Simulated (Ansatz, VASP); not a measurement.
## As: VASP beside Ansatz

INCAR

```
SYSTEM = As
ALGO     = Normal         ! electronic algorithm
DIPOL    = 0.5 0.5 0.500
EDIFF    = 1E-6           ! SCF threshold, eV
ENCUT    = 400            ! plane-wave cutoff, eV
GGA      = PE             ! functional
GGA_COMPAT= .False.      
IDIPOL   = 3            
ISIF     = 2              ! what is computed and relaxed
ISMEAR   = 0              ! smearing method
LASPH    = .True.         ! aspherical terms in the spheres
LCHARG   = .False.        ! write CHGCAR
LDIPOL   = .True.       
LREAL    = .False.        ! projectors in reciprocal space
LWAVE    = .False.        ! write WAVECAR
NBANDS   = 22             ! bands
NELM     = 120            ! most SCF steps
NELMDL   = -8           
PREC     = Accurate       ! precision mode
SIGMA    = 0.02           ! smearing width, eV
```

The input KPOINTS:

```
k-points
0
Gamma
  9 9 1
  0 0 0
```

File POSCAR:

```
As
1.0
    3.3810000000      0.0000000000      0.0000000000
   -1.6905000000      2.9280318902      0.0000000000
    0.0000000000      0.0000000000     28.0000000000
As
2
Direct
    0.3333333333      0.6666666667      0.5266071429
    0.6666666667      0.3333333333      0.4733928571
```

Input for Ansatz:

```yaml
crystal:
  lattice:
    - [3.381, 0.0, 0.0]
    - [-1.6905, 2.9280318902, 0.0]
    - [0.0, 0.0, 28.0]
  atoms:
    - { symbol: As, position: [0.3333333333, 0.6666666667, 0.5266071429] }
    - { symbol: As, position: [0.6666666667, 0.3333333333, 0.4733928571] }
  periodic: [true, true, false]
basis:
  ecutwfc: 420
kpoints:
  mp_grid: { grid: [9, 9, 1] }
hamiltonian:
  xc: pbe
scf:
  occupations: { method: gaussian, width: 0.02 }
output:
  forces: true
  stress: true
  eigenvalues: true
```

Alike in both runs: task single point; functional PBE; k mesh 9 × 9 × 1; occupations gaussian, width 0.02 eV; no spin polarisation.

```csv
,VASP,Ansatz
version,VASP 6.6.1,Ansatz 0.2.0
potentials or method,"VASP PAW PBE potentials, release 64 (As_d), cutoff 400 eV","scalar-relativistic, plane waves, PAW"
valence electrons in the cell,30,30
```

```tsv
	VASP	Ansatz	Ansatz less VASP
gap on the k mesh at the Fermi level (eV)	0.46	0.45	-0.009
least direct gap on the mesh (eV)	2.28	2.27	-0.006
rms of the force components (eV/Å)	0.286	0.298	+0.0115
```

Atom by atom the forces differ by 0.012 eV/Å (rms over components). The functional is the same, so the differences come from potentials, cutoffs and numerics.
